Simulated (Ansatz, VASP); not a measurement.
# EuS in VASP and in Ansatz

INCAR

```
SYSTEM = EuS
PREC     = Accurate       ! precision mode
ENCUT    = 600            ! plane-wave cutoff, eV
EDIFF    = 1E-6           ! SCF threshold, eV
ISMEAR   = 0              ! smearing method
SIGMA    = 0.05           ! smearing width, eV
LREAL    = .FALSE.        ! projectors in reciprocal space
LASPH    = .TRUE.         ! aspherical terms in the spheres
NELM     = 200            ! most SCF steps
ALGO     = Normal         ! electronic algorithm
ISIF     = 2              ! what is computed and relaxed
LWAVE    = .FALSE.        ! write WAVECAR
LCHARG   = .TRUE.         ! write CHGCAR
ISPIN    = 2              ! spin polarisation
MAGMOM   = 7.55 -0.07     ! initial moments
LORBIT   = 11             ! projections on sites
LMAXMIX  = 6              ! l up to which the mixer works
LDAU     = .TRUE.         ! DFT+U
LDAUTYPE = 2            
LDAUL    = 3 -1           ! shell
LDAUU    = 6 0            ! U, eV
LDAUJ    = 0 0          
LDAUPRINT= 1            
GGA      = PE             ! functional
LELF     = .TRUE.         ! ELF
LVHAR    = .TRUE.       
NBANDS   = 22             ! bands
GGA_COMPAT= .FALSE.
```

File KPOINTS:

```
regular mesh
0
G
  8 8 8
  0 0 0
```

File POSCAR:

```
EuS
1.0
    0.0000000000      2.9730342808      2.9730342808
    2.9730342808      0.0000000000      2.9730342808
    2.9730342808      2.9730342808      0.0000000000
Eu S
1 1
Direct
    0.0000000000      0.0000000000      0.0000000000
    0.5000000000      0.5000000000      0.5000000000
```

Input for Ansatz:

```yaml
crystal:
  lattice:
    - [0.0, 2.9730342808, 2.9730342808]
    - [2.9730342808, 0.0, 2.9730342808]
    - [2.9730342808, 2.9730342808, 0.0]
  atoms:
    - { symbol: Eu, position: [0.0, 0.0, 0.0], spin: 7.56 }
    - { symbol: S, position: [0.5, 0.5, 0.5] }
basis:
  ecutwfc: 420
  ecutrho_ratio: 4
kpoints:
  mp_grid: { grid: [8, 8, 8] }
hamiltonian:
  xc: pbe
  hubbard:
    sites:
      - { species: Eu, l: f, u_eff: 6.0, starting_ns: start.occupation_matrices }
    ns_hold: { iters: 6 }
scf:
  occupations: { method: gaussian, width: 0.05 }
  lower_state_search: "off"
output:
  forces: true
  stress: true
  eigenvalues: true
  populations: true
  hubbard: { sites: [{ species: Eu, l: f }] }
magnetization:
  spin_polarized: true
```

Alike in both runs: task single point; functional PBE; k mesh 8 × 8 × 8; occupations gaussian, width 0.05 eV; collinear spin; Hubbard terms Eu f U = 6.0 eV.

|  | VASP | Ansatz |
| --- | --- | --- |
| version | VASP 6.6.1 | Ansatz 0.2.0 |
| potentials or method | VASP PAW PBE potentials, release 64 (Eu, S), cutoff 600 eV | scalar-relativistic, plane waves, PAW |
| valence electrons in the cell | 23 | 23 |

```tsv
	VASP	Ansatz	Ansatz less VASP
gap on the k mesh at the Fermi level (eV)	0.39	0.67	+0.280
least direct gap on the mesh (eV)	0.66	1.09	+0.425
pressure (GPa)	1.3	1.0	-0.30
net moment per atom (μB)	3.50	3.50	0.000
size of the moment on the site where the two differ most (μB)	6.72	6.86	+0.142
```

Site moments also hang on the region over which each program counts them. The programs project onto different local orbitals, so the same U acts differently, and such runs can settle in different states.

Neither program's run includes spin-orbit coupling.
